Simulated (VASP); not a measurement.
Eu2BeAs2, 5 atoms in the cell. The structure is tetragonal, space group P4/mmm (No. 123). The conventional cell has a = 5.745 Å, b = 5.745 Å, c = 4.018 Å, α = 90.00°, β = 90.00°, γ = 90.00°. Eu (site symmetry mmm) has 6 As at 2.87 to 3.51 Å and 4 Be at 3.51 Å within 3.8 Å. Be (site symmetry 4/mmm) has 2 As at 2.01 Å within 2.7 Å. Within 2.7 Å of As (site symmetry 4/mmm) lie 2 Be at 2.01 Å. As (site symmetry 4/mmm) has 8 Eu at 3.51 Å and 10 As at 4.02 to 4.53 Å and 4 Be at 4.06 Å within 4.6 Å. The cell was generated, and may not be a known phase.

| Quantity | Value |
| --- | --- |
| Program | VASP 6.6.1 |
| Task | single point |
| Functional | PBE |
| Potentials or basis | VASP PAW PBE potentials, release 64 (Eu, Be, As) |
| Cutoff | 520 eV |
| k mesh | 4 × 4 × 4 |
| Occupations | gaussian, width 0.1 eV |
| Spin | collinear spin, ferromagnetic start |
| Starting moments | [7.0, 7.0, 0.0, 0.0, 0.0] μB |
| Dipole correction | no |
| Further INCAR settings | ALGO = Normal; EDIFF = 1e-06; NBANDS = 35 |

Potentials or basis: VASP PAW PBE potentials, release 64 (Eu, Be, As).

The run is started by

```sh
$ cat potpaw_PBE.64/Eu/POTCAR potpaw_PBE.64/Be/POTCAR potpaw_PBE.64/As/POTCAR > POTCAR
$ mpirun -np 1 vasp_std > vasp.out
```

Hardware: 1 thread of Intel Xeon 8259CL (shared host).

Problem. How long does it take, and how much memory?

Solution. Wall time 10 min on 1 thread of Intel Xeon 8259CL, on a shared host, peak memory 0.4 GiB. Counts: scf iterations 25, k points 18.
